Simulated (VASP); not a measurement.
Crystal: Ni3Ge.

```xyz
4
Lattice="3.5303 0.0000 0.0000 0.0000 3.5303 0.0000 0.0000 0.0000 3.5303" Properties=species:S:1:pos:R:3 pbc="T T T"
Ni    1.7652    0.0000    1.7652
Ni    0.0000    1.7652    1.7652
Ni    1.7652    1.7652    0.0000
Ge    0.0000    0.0000    0.0000
```

Base run:

* Program: VASP 6.6.1
* Functional: r2SCAN
* Dispersion: D4
* Potentials or basis: VASP PAW PBE potentials, release 64 (Ni, Ge_d)
* Cutoff: 520 eV
* k mesh: 7 × 7 × 7, shifted
* Occupations: fermi-dirac, width 0.2 eV
* Spin: collinear spin, ferromagnetic start
* Starting moments: [0.96, 0.96, 0.96, 0.11] μB
* Fixed moment: 2.7 μB

Its results: pressure 6.8 GPa; site moments Ni +0.85; Ge +0.13 μB.

Question: The run is repeated on the same cell with these changes: fixed moment from 2.7 μB to 5.4 μB; moments at the start from [0.96, 0.96, 0.96, 0.11] to [1.65, 1.65, 1.65, 0.48]. What comes out?

Answer: Pressure 28.1 GPa; site moments Ni +1.51; Ge +0.55 μB.

Caveats: the PAW data sets were made with another functional, which shifts forces and pressure a little; the total moment is fixed, so each spin has its own Fermi level.
